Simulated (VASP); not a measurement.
MgH:

```
Mg H
1.0
     3.18966    0.00000    0.00000
    -1.59483    2.76233    0.00000
     0.00000    0.00000    5.22878
Mg H
2 2
Direct
  0.33333 0.66667 0.25000
  0.66667 0.33333 0.75000
  0.00000 0.00000 0.00000
  0.00000 0.00000 0.50000
```

```yaml
Program: VASP 6.6.1
Task: relaxation of cell and atoms
Functional: PBE
Potentials_or_basis: VASP PAW PBE potentials, release 64 (Mg, H)
Cutoff: 600 eV
k_mesh: 12 × 12 × 8
Occupations: gaussian, width 0.1 eV
Spin: no spin polarisation
```

At the start: pressure -0.5 GPa; volume 11.52 Å³/atom.

Problem. How do energy, volume and symmetry change on relaxing?

Solution. Over 8 steps the energy falls by 13.8 meV/atom and the volume is 11.38 Å³/atom (-1.2 %); space group P6_3/mmc (No. 194, to 0.05 Å).

The path:
```
step  energy change (eV)  largest force (eV/Å)  pressure (GPa)  volume (Å³)
   1              0.0000                0.0000           -0.48        46.07
   2             -0.0165                0.0000           -0.26        45.84
   3             -0.0425                0.0000            0.31        45.30
   4             -0.0383                0.0000            2.11        44.09
   5             -0.0520                0.0000            1.13        44.71
   6             -0.0528                0.0000            0.94        44.83
   7             -0.0528                0.0000            0.89        44.87
   8             -0.0551                0.0000            0.09        45.54
```

Final structure:
```
CELL_PARAMETERS angstrom
3.28193 0.00000 0.00000
-1.64096 2.84223 0.00000
0.00000 0.00000 4.88187
ATOMIC_POSITIONS crystal
Mg 0.33333 0.66667 0.25000
Mg 0.66667 0.33333 0.75000
H 0.00000 0.00000 0.00000
H 0.00000 0.00000 0.50000
```
